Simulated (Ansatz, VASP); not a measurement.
**KCl in VASP and in Ansatz**

```
K Cl
1.0
     3.83920    0.00000    0.00000
     0.00000    3.99276    0.00000
     0.00000    0.00000    3.83920
K Cl
1 1
Direct
  0.00000 0.00000 0.00000
  0.50000 0.50000 0.50000
```

Change from the starting cell: strain +0.0400 x Voigt [0, 1, 0, 0, 0, 0], atoms carried along.

Alike in both runs: task single point; functional LDA; k mesh 6 × 6 × 6; occupations gaussian, width 0.05 eV; no spin polarisation.

|  | VASP | Ansatz |
| --- | --- | --- |
| version | VASP 6.6.1 | Ansatz 0.2.0 |
| potentials or method | VASP PAW LDA potentials, release 64 (K_sv, Cl), cutoff 520 eV | scalar-relativistic, plane waves, PAW |
| valence electrons in the cell | 16 | 16 |

|  | VASP | Ansatz | Ansatz less VASP |
| --- | --- | --- | --- |
| gap on the k mesh at the Fermi level (eV) | 4.14 | 4.14 | -0.006 |
| least direct gap on the mesh (eV) | 4.33 | 4.33 | -0.007 |
| pressure (GPa) | -3.5 | -3.5 | -0.01 |
| traceless stress, the component that is largest in VASP (GPa) | -1.04 | -1.04 | -0.003 |

LDA's correlation is that of Perdew and Zunger in VASP and of Perdew and Wang (1992) in Ansatz.
